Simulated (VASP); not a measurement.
# Nb (Im-3m) in VASP: notebook, part 2 of 2

VASP 6.6.1. The steps go on from the part before.

### 3 Single point, PBE

This run uses another cell than the first one, of 19.41 Å³/atom, 1.026 times its volume.

Contents of INCAR:

```
ALGO = Normal
EDIFF = 1E-6
ENCUT = 500
GGA = PE
GGA_COMPAT = F
ISIF = 2
ISMEAR = 1
LASPH = T
LCHARG = F
LREAL = F
LWAVE = F
NBANDS = 12
NELM = 120
PREC = Accurate
SIGMA = 0.05
```

Contents of KPOINTS:

```
k-points
0
Gamma
  10 10 10
```

Contents of POSCAR:

```
Nb
1.0
   -1.6930204917      1.6930204917      1.6930204917
    1.6930204917     -1.6930204917      1.6930204917
    1.6930204917      1.6930204917     -1.6930204917
Nb
1
Direct
    0.0000000000      0.0000000000      0.0000000000
```

Potentials or basis: VASP PAW PBE potentials, release 64 (Nb_sv).

Run with:

```sh
> cat potpaw_PBE.64/Nb_sv/POTCAR > POTCAR
> mpirun -np 1 vasp_std > vasp.out
```

OUTCAR:

```text
EDIFF = 1E-6
   ENCUT = 500
   GGA = PE
   ISIF = 2
   ISMEAR = 1
   LASPH = T
   LREAL = F
   NELM = 120
   PREC = Accurate

 ion  position               nearest neighbor table
   1  0.000  0.000  0.000-

  LATTYP: Found a body centered cubic cell.
 ALAT       =     3.3860409834

  Lattice vectors:

 A1 = (  -1.6930204917,   1.6930204917,   1.6930204917)
 A2 = (   1.6930204917,  -1.6930204917,   1.6930204917)
 A3 = (   1.6930204917,   1.6930204917,  -1.6930204917)

Analysis of symmetry for initial positions (statically):
=====================================================================
 Subroutine PRICEL returns:
 Original cell was already a primitive cell.

 Routine SETGRP: Setting up the symmetry group for a
 body centered cubic supercell.

 Subroutine GETGRP returns: Found 48 space group operations
 (whereof 48 operations were pure point group operations)
 out of a pool of 48 trial point group operations.

The static configuration has the point symmetry O_h .

Analysis of symmetry for dynamics (positions and initial velocities):
=====================================================================
 Subroutine PRICEL returns:
[... 168 lines left out ...]
      4     -19.7334      2.00000
      5       4.3765      2.00000
      6      10.5569     -0.00000
      7      10.5569     -0.00000
      8      10.5569     -0.00000
      9      13.2253      0.00000
     10      13.2253      0.00000
     11      24.1711      0.00000
     12      24.1711      0.00000
[... 331 lines left out ...]
 k-point    24 :      -0.3000    0.3000    0.1000
  band No.  band energies     occupation
      1     -44.1614      2.00000
      2     -20.4347      2.00000
      3     -19.9975      2.00000
      4     -19.8180      2.00000
      5       6.9486      2.00000
      6       9.6151      2.00000
      7       9.9212      2.00000
      8      12.1393      0.00000
      9      13.3555      0.00000
     10      14.0311      0.00000
     11      23.4672      0.00000
     12      24.9818      0.00000

 [... further k-points ...]

------------------------ aborting loop because EDIFF is reached ----------------------------------------

  FORCE on cell =-STRESS in cart. coord.  units (eV):
  Direction    XX          YY          ZZ          XY          YZ          ZX
  --------------------------------------------------------------------------------------
  -------------------------------------------------------------------------------------
  Total       -1.2563456     -1.2563456     -1.2563456     -0.0000000     -0.0000000     -0.0000000
  in kB     -103.6986401   -103.6986401   -103.6986401     -0.0000000     -0.0000000     -0.0000000
  external PRESSURE =    -103.6986401 kB  Pullay stress =       0.0000000 kB

 VOLUME and BASIS-vectors are now :
 -----------------------------------------------------------------------------
  energy-cutoff  :      500.00
  volume of cell :       19.41
      direct lattice vectors                 reciprocal lattice vectors
    -1.693020492  1.693020492  1.693020492     0.000000000  0.295330153  0.295330153
     1.693020492 -1.693020492  1.693020492     0.295330153  0.000000000  0.295330153
     1.693020492  1.693020492 -1.693020492     0.295330153  0.295330153  0.000000000

 POSITION                                       TOTAL-FORCE (eV/Angst)
 -----------------------------------------------------------------------------------
      0.00000      0.00000      0.00000        -0.000000     -0.000000      0.000000
 -----------------------------------------------------------------------------------
    total drift:                                0.000000      0.000000     -0.000000

  FREE ENERGIE OF THE ION-ELECTRON SYSTEM (eV)
  ---------------------------------------------------
  free  energy   TOTEN  =       -10.1505773487 eV

  energy  without entropy=      -10.1506322210  energy(sigma->0) =      -10.15059564
```

stdout:

```text
POSCAR found type information on POSCAR Nb
 POSCAR found :  1 types and       1 ions
 scaLAPACK will be used
 LDA part: xc-table for (Slater+PW92), standard interpolation
 POSCAR, INCAR and KPOINTS ok, starting setup
 FFT: planning ... GRIDC
 FFT: planning ... GRID_SOFT
 FFT: planning ... GRID
 WAVECAR not read
 entering main loop
```

It took 16 s on 1 thread of Intel Xeon 8259CL, shared host; peak memory 0.14 GiB.

Results:

* Free energy: -10.1506 eV
* Pressure: -10.4 GPa

Levels at points of the mesh, in eV from the Fermi level:
```csv
k point,band 4,band 5,band 6,band 7,band 8,band 9
"(0.00, 0.00, 0.00)",-29.94,-5.83,0.35,0.35,0.35,3.02
"(0.50, 0.00, 0.00)",-29.94,-3.46,-1.48,1.91,3.01,3.64
"(0.50, 0.50, 0.50)",-30.68,-3.34,-3.34,5.08,5.08,5.08
```

### 4 Single point, PBE

This run uses another cell than the first one, of 19.90 Å³/atom, 1.052 times its volume.

Contents of INCAR:

```
SYSTEM = Nb
PREC = Accurate
ENCUT = 500
EDIFF = 1E-6
ISMEAR = 1
SIGMA = 0.05
LREAL = .False.
LASPH = .True.
NELM = 120
ALGO = Normal
ISIF = 2
LWAVE = .False.
LCHARG = .False.
GGA = PE
NBANDS = 12
GGA_COMPAT = .False.
```

Contents of KPOINTS:

```
regular mesh
0
Gamma
  10 10 10
  0 0 0
```

Contents of POSCAR:

```
Nb
1.0
   -1.7071886859      1.7071886859      1.7071886859
    1.7071886859     -1.7071886859      1.7071886859
    1.7071886859      1.7071886859     -1.7071886859
Nb
1
Direct
    0.0000000000      0.0000000000      0.0000000000
```

Potentials or basis: VASP PAW PBE potentials, release 64 (Nb_sv).

Run with:

```sh
> cat potpaw_PBE.64/Nb_sv/POTCAR > POTCAR
> mpirun -np 1 vasp_std > vasp.out
```

OUTCAR:

```text
SYSTEM = Nb
   PREC = Accurate
   ENCUT = 500
   EDIFF = 1E-6
   ISMEAR = 1
   LREAL = .False.
   LASPH = .True.
   NELM = 120
   ISIF = 2
   GGA = PE

 ion  position               nearest neighbor table
   1  0.000  0.000  0.000-

  LATTYP: Found a body centered cubic cell.
 ALAT       =     3.4143773718

  Lattice vectors:

 A1 = (  -1.7071886859,   1.7071886859,   1.7071886859)
 A2 = (   1.7071886859,  -1.7071886859,   1.7071886859)
 A3 = (   1.7071886859,   1.7071886859,  -1.7071886859)

Analysis of symmetry for initial positions (statically):
=====================================================================
 Subroutine PRICEL returns:
 Original cell was already a primitive cell.

 Routine SETGRP: Setting up the symmetry group for a
 body centered cubic supercell.

 Subroutine GETGRP returns: Found 48 space group operations
 (whereof 48 operations were pure point group operations)
 out of a pool of 48 trial point group operations.

The static configuration has the point symmetry O_h .

Analysis of symmetry for dynamics (positions and initial velocities):
=====================================================================
 Subroutine PRICEL returns:
 Original cell was already a primitive cell.

 Routine SETGRP: Setting up the symmetry group for a
 body centered cubic supercell.

 Subroutine GETGRP returns: Found 48 space group operations
 (whereof 48 operations were pure point group operations)
 out of a pool of 48 trial point group operations.

The dynamic configuration has the point symmetry O_h .

 Subroutine INISYM returns: Found 48 space group operations
 (whereof 48 operations are pure point group operations),
 and found     1 'primitive' translations

----------------------------------------------------------------------------------------

                                     Primitive cell

[... 113 lines left out ...]
   GGA     = PE    functional components
   LHFCALC =     F    Hartree Fock is set to
   AEXX    =    0.0000 exact exchange contribution
   IVDW    =     0    specifies the selected vdW correction
   LEPSILON=     F    determine dielectric tensor
   LRPA    =     F    only Hartree local field effects (RPA)
 non-spin polarized calculation
 Methfessel and Paxton  Order N= 1 SIGMA  =   0.05
  energy-cutoff  :      500.00
  volume of cell :       19.90
 maximum number of plane-waves:       531
 NGX is ok and might be reduce to    24
   NGX = 11   NGY = 11   NGZ = 11

 number of electron      13.0000001 magnetization

 Free energy of the ion-electron system (eV)
  ---------------------------------------------------
  ext. energy  EPLUGINS =         0.00000000
  ---------------------------------------------------
  free energy    TOTEN  =       -10.11456367 eV

  energy without entropy =      -10.11377564  energy(sigma->0) =      -10.11430100

 E-fermi :   9.8696     XC(G=0): -11.9920

 val. band max:        9.8657003714   @ k =   0.3000   0.0000   0.0000
 cond. band min:       9.8751460836   @ k =   0.5000   0.5000   0.2000
 fundamental gap:      0.0094457122
 Fermi energy:         9.8695722490

 k-point     1 :       0.0000    0.0000    0.0000
  band No.  band energies     occupation
      1     -44.6671      2.00000
      2     -20.1468      2.00000
      3     -20.1468      2.00000
      4     -20.1468      2.00000
      5       4.1087      2.00000
      6      10.2299     -0.00000
      7      10.2299     -0.00000
      8      10.2299     -0.00000
      9      12.8208      0.00000
     10      12.8208      0.00000
     11      23.7711      0.00000
     12      23.7711      0.00000
[... 331 lines left out ...]
 k-point    24 :      -0.3000    0.3000    0.1000
  band No.  band energies     occupation
      1     -44.5485      2.00000
      2     -20.7927      2.00000
      3     -20.3912      2.00000
      4     -20.2244      2.00000
      5       6.6533      2.00000
      6       9.3213      2.00000
      7       9.6054      2.00000
      8      11.7678      0.00000
      9      12.9364      0.00000
     10      13.5849      0.00000
     11      22.9468      0.00000
     12      24.3774      0.00000

 [... further k-points ...]

------------------------ aborting loop because EDIFF is reached ----------------------------------------

  FORCE on cell =-STRESS in cart. coord.  units (eV):
  Direction    XX          YY          ZZ          XY          YZ          ZX
  --------------------------------------------------------------------------------------
  -------------------------------------------------------------------------------------
  Total       -1.6554689     -1.6554689     -1.6554689      0.0000000      0.0000000      0.0000000
  in kB     -133.2683602   -133.2683602   -133.2683602      0.0000000      0.0000000      0.0000000
  external PRESSURE =    -133.2683602 kB  Pullay stress =       0.0000000 kB

 VOLUME and BASIS-vectors are now :
 -----------------------------------------------------------------------------
  energy-cutoff  :      500.00
  volume of cell :       19.90
      direct lattice vectors                 reciprocal lattice vectors
    -1.707188686  1.707188686  1.707188686     0.000000000  0.292879167  0.292879167
     1.707188686 -1.707188686  1.707188686     0.292879167  0.000000000  0.292879167
     1.707188686  1.707188686 -1.707188686     0.292879167  0.292879167  0.000000000

 POSITION                                       TOTAL-FORCE (eV/Angst)
 -----------------------------------------------------------------------------------
      0.00000      0.00000      0.00000        -0.000000     -0.000000      0.000000
 -----------------------------------------------------------------------------------
    total drift:                                0.000000      0.000000     -0.000000

  FREE ENERGIE OF THE ION-ELECTRON SYSTEM (eV)
  ---------------------------------------------------
  free  energy   TOTEN  =       -10.1145636748 eV

  energy  without entropy=      -10.1137756438  energy(sigma->0) =      -10.11430100
```

OSZICAR:

```text
N       E                     dE             d eps       ncg     rms          rms(c)
DAV:   1     0.112016400449E+03    0.11202E+03   -0.71073E+03  1144   0.103E+03
DAV:   2    -0.608493819850E+01   -0.11810E+03   -0.11379E+03  1220   0.375E+02
DAV:   3    -0.103669258637E+02   -0.42820E+01   -0.40951E+01  1656   0.624E+01
DAV:   4    -0.106393203190E+02   -0.27239E+00   -0.27081E+00  1544   0.143E+01
DAV:   5    -0.106518398364E+02   -0.12520E-01   -0.12513E-01  1672   0.235E+00    0.626E+00
DAV:   6    -0.101597594549E+02    0.49208E+00   -0.72299E-01  1804   0.106E+01    0.211E+00
DAV:   7    -0.101104677466E+02    0.49292E-01   -0.18570E-01  1852   0.527E+00    0.924E-01
DAV:   8    -0.101148722422E+02   -0.44045E-02   -0.13281E-02  1652   0.152E+00    0.225E-01
DAV:   9    -0.101145722971E+02    0.29995E-03   -0.27323E-03  1872   0.692E-01    0.221E-02
DAV:  10    -0.101145645820E+02    0.77151E-05   -0.46277E-05  1416   0.772E-02    0.807E-03
DAV:  11    -0.101145635708E+02    0.10113E-05   -0.17172E-06  1280   0.146E-02    0.313E-03
DAV:  12    -0.101145636748E+02   -0.10398E-06   -0.17598E-07   780   0.642E-03
   1 F= -.10114564E+02 E0= -.10114301E+02  d E =-.788031E-03
```

stdout:

```text
POSCAR found type information on POSCAR Nb
 POSCAR found :  1 types and       1 ions
 scaLAPACK will be used
 LDA part: xc-table for (Slater+PW92), standard interpolation
 POSCAR, INCAR and KPOINTS ok, starting setup
 FFT: planning ... GRIDC
 FFT: planning ... GRID_SOFT
 FFT: planning ... GRID
 WAVECAR not read
 entering main loop
```

Wall time 14 s (1 thread of Intel Xeon 8259CL, shared host); peak memory 0.14 GiB.

Results:

* Free energy: -10.1146 eV
* Pressure: -13.3 GPa

Levels at points of the mesh, in eV from the Fermi level:
| k point | band 3 | band 4 | band 5 | band 6 | band 7 | band 8 | band 9 | band 10 |
| --- | --- | --- | --- | --- | --- | --- | --- | --- |
| (0.00, 0.00, 0.00) | -30.02 | -30.02 | -5.76 | 0.36 | 0.36 | 0.36 | 2.95 | 2.95 |
| (0.50, 0.00, 0.00) | -30.33 | -30.02 | -3.35 | -1.41 | 1.82 | 2.93 | 3.53 | 5.58 |
| (0.50, 0.50, 0.50) | -30.70 | -30.70 | -3.21 | -3.21 | 4.92 | 4.92 | 4.92 | 8.24 |

### 5 The runs side by side

```tsv
cell	gap on the mesh (eV)	pressure (GPa)
a = 2.907 Å, angles 109.5°, 1 atom	none	-6.9
a = 2.932 Å, angles 109.5°, 1 atom	none	-10.4
a = 2.957 Å, angles 109.5°, 1 atom	none	-13.3
```

Alike in all rows: task single point; level PBE; potentials or basis VASP PAW PBE potentials, release 64 (Nb_sv); no spin polarisation; k mesh 10 × 10 × 10; cutoff (eV) 500; smearing methfessel-paxton 0.05 eV.

Absolute energies hang on the potentials; compare differences alone.
